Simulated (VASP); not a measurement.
# HfZrGe4 (F-43m) in VASP: a series of runs, part 2 of 2

VASP 6.6.1. The steps go on from the part before.

## Step 4: Single point, PBE

This run uses another cell than the first one, of 18.82 Å³/atom, 1.057 times its volume.

Input file INCAR:

```
ALGO = Normal
EDIFF = 1E-6
ENCUT = 520
GGA = PE
ISIF = 2
ISMEAR = 0
LASPH = T
LCHARG = F
LREAL = F
LWAVE = F
NBANDS = 48
NELM = 100
PREC = Accurate
SIGMA = 0.1
```

Input file KPOINTS:

```
k-points
0
Gamma
  8 8 8
```

Input file POSCAR:

```
HfZrGe4
1.0
    0.0000000000      3.8360215372      3.8360215372
    3.8360215372      0.0000000000      3.8360215372
    3.8360215372      3.8360215372      0.0000000000
Zr Hf Ge
1 1 4
Direct
    0.7500000000      0.7500000000      0.7500000000
    0.0000000000      0.0000000000      0.0000000000
    0.8755907717      0.3748030761      0.3748030761
    0.3748030761      0.8755907717      0.3748030761
    0.3748030761      0.3748030761      0.8755907717
    0.3748030761      0.3748030761      0.3748030761
```

Potentials or basis: VASP PAW PBE potentials, release 64 (Zr_sv, Hf_pv, Ge_d).

Command:

```
$ cat potpaw_PBE.64/Zr_sv/POTCAR potpaw_PBE.64/Hf_pv/POTCAR potpaw_PBE.64/Ge_d/POTCAR > POTCAR
$ mpirun -np 1 vasp_std > vasp.out
```

OUTCAR:

```text
EDIFF = 1E-6
   ENCUT = 520
   GGA = PE
   ISIF = 2
   ISMEAR = 0
   LASPH = T
   LREAL = F
   NELM = 100
   PREC = Accurate

 ion  position               nearest neighbor table
   1  0.750  0.750  0.750-   4 3.18   5 3.18   6 3.18   3 3.18   5 3.18   6 3.18   3 3.18   4 3.18
                             6 3.18   3 3.18   4 3.18   5 3.18   2 3.32   2 3.32   2 3.32   2 3.32
   2  0.000  0.000  0.000-   3 3.18   4 3.18   5 3.18   3 3.18   4 3.18   6 3.18   3 3.18   5 3.18
                             6 3.18   4 3.18   5 3.18   6 3.18   1 3.32   1 3.32   1 3.32   1 3.32
   3  0.876  0.375  0.375-   4 2.71   5 2.71   6 2.71   4 2.72   5 2.72   6 2.72   2 3.18   2 3.18
                             2 3.18   1 3.18   1 3.18   1 3.18
   4  0.375  0.876  0.375-   3 2.71   5 2.71   6 2.71   3 2.72   5 2.72   6 2.72   2 3.18   2 3.18
                             2 3.18   1 3.18   1 3.18   1 3.18
   5  0.375  0.375  0.876-   3 2.71   4 2.71   6 2.71   4 2.72   3 2.72   6 2.72   2 3.18   2 3.18
                             2 3.18   1 3.18   1 3.18   1 3.18
   6  0.375  0.375  0.375-   3 2.71   4 2.71   5 2.71   3 2.72   4 2.72   5 2.72   2 3.18   2 3.18
                             2 3.18   1 3.18   1 3.18   1 3.18

  LATTYP: Found a face centered cubic cell.
 ALAT       =     7.6720430744

  Lattice vectors:

 A1 = (   0.0000000000,   3.8360215372,   3.8360215372)
 A2 = (   3.8360215372,   0.0000000000,   3.8360215372)
 A3 = (   3.8360215372,   3.8360215372,   0.0000000000)

Analysis of symmetry for initial positions (statically):
=====================================================================
 Subroutine PRICEL returns:
 Original cell was already a primitive cell.

 Routine SETGRP: Setting up the symmetry group for a
 face centered cubic supercell.

 Subroutine GETGRP returns: Found 24 space group operations
 (whereof 24 operations were pure point group operations)
 out of a pool of 48 trial point group operations.

The static configuration has the point symmetry T_d .

Analysis of symmetry for dynamics (positions and initial velocities):
[... 141 lines left out ...]
  Fermi-wavevector in a.u.,A,eV,Ry     =   1.447267  2.734938 28.498516  2.094582
  Thomas-Fermi vector in A             =   2.565241
   LORBIT       =      0    0 simple, 1 ext, 2 COOP (PROOUT), +10 PAW based schemes
   GGA     = PE    functional components
   LHFCALC =     F    Hartree Fock is set to
   AEXX    =    0.0000 exact exchange contribution
   IVDW    =     0    specifies the selected vdW correction
   LEPSILON=     F    determine dielectric tensor
   LRPA    =     F    only Hartree local field effects (RPA)
 non-spin polarized calculation
 Gauss-broadening in eV      SIGMA  =   0.10
  energy-cutoff  :      520.00
  volume of cell :      112.89
 maximum number of plane-waves:      3071
   NGX = 21   NGY = 21   NGZ = 21

 number of electron      77.9999966 magnetization

 Free energy of the ion-electron system (eV)
  ---------------------------------------------------
  ext. energy  EPLUGINS =         0.00000000
  ---------------------------------------------------
  free energy    TOTEN  =       -36.14288849 eV

  energy without entropy =      -36.11179823  energy(sigma->0) =      -36.12734336

 E-fermi :   7.9944     XC(G=0): -11.5956

 val. band max:        7.9686561249   @ k =  -0.3750   0.3750   0.1250
 cond. band min:       7.9991351405   @ k =   0.3750   0.2500   0.0000
 fundamental gap:      0.0304790157
 Fermi energy:         7.9943629220

 k-point     1 :       0.0000    0.0000    0.0000
  band No.  band energies     occupation
      1     -41.3777      2.00000
      2     -23.4687      2.00000
      3     -23.4687      2.00000
      4     -23.4687      2.00000
      5     -19.4136      2.00000
      6     -19.4136      2.00000
[... 1213 lines left out ...]
     47      11.4204      0.00000
     48      11.4741      0.00000

 [... further k-points ...]

------------------------ aborting loop because EDIFF is reached ----------------------------------------

  FORCE on cell =-STRESS in cart. coord.  units (eV):
  Direction    XX          YY          ZZ          XY          YZ          ZX
  --------------------------------------------------------------------------------------
  -------------------------------------------------------------------------------------
  Total       -0.0681796     -0.0681796     -0.0681796      0.0000000      0.0000000      0.0000000
  in kB       -0.9675912     -0.9675912     -0.9675912      0.0000000      0.0000000      0.0000000
  external PRESSURE =      -0.9675912 kB  Pullay stress =       0.0000000 kB

 VOLUME and BASIS-vectors are now :
 -----------------------------------------------------------------------------
  energy-cutoff  :      520.00
  volume of cell :      112.89
      direct lattice vectors                 reciprocal lattice vectors
     0.000000000  3.836021537  3.836021537    -0.130343377  0.130343377  0.130343377
     3.836021537  0.000000000  3.836021537     0.130343377 -0.130343377  0.130343377
     3.836021537  3.836021537  0.000000000     0.130343377  0.130343377 -0.130343377

 POSITION                                       TOTAL-FORCE (eV/Angst)
 -----------------------------------------------------------------------------------
      5.75403      5.75403      5.75403        -0.000000     -0.000000     -0.000000
      0.00000      0.00000      0.00000        -0.000000     -0.000000     -0.000000
      2.87551      4.79654      4.79654        -0.000944      0.000944      0.000944
      4.79654      2.87551      4.79654         0.000944     -0.000944      0.000944
      4.79654      4.79654      2.87551         0.000944      0.000944     -0.000944
      2.87551      2.87551      2.87551        -0.000944     -0.000944     -0.000944
 -----------------------------------------------------------------------------------
    total drift:                               -0.000000     -0.000000     -0.000000

  FREE ENERGIE OF THE ION-ELECTRON SYSTEM (eV)
  ---------------------------------------------------
  free  energy   TOTEN  =       -36.1428884899 eV

  energy  without entropy=      -36.1117982333  energy(sigma->0) =      -36.12734336
```

It took 2 min on 1 thread of Intel Xeon 6975P-C (Granite Rapids), shared host; peak memory 0.32 GiB.

Results:

| Property | Result |
| --- | --- |
| Free energy | -36.1429 eV |
| Pressure | -0.1 GPa |
| Band gap on the k mesh | zero (band 39 reaches 8.53 eV, above the bottom of band 40 at 7.44 eV) |

Caveat: spin-orbit coupling is left out, which moves the levels of the heavy elements.

## Step 5: Overview

```tsv
cell	k mesh	gap on the mesh (eV)	pressure (GPa)	largest force (eV/Å)
a = 5.325 Å, angles 60.0°, 6 atoms	4 × 4 × 4	none	5.0	0.08
a = 5.428 Å, angles 60.0°, 6 atoms	4 × 4 × 4	none	-0.1	0.03
a = 5.425 Å, angles 60.0°, 6 atoms	8 × 8 × 8	none	-0.1	-
```

Alike in all rows: task single point; level PBE; potentials or basis VASP PAW PBE potentials, release 64 (Zr_sv, Hf_pv, Ge_d); no spin polarisation; cutoff (eV) 520; smearing gaussian 0.1 eV.

Caveats: some runs use coarse meshes; spin-orbit coupling is left out, which moves the levels of the heavy elements.

Absolute energies hang on the potentials; compare differences alone.
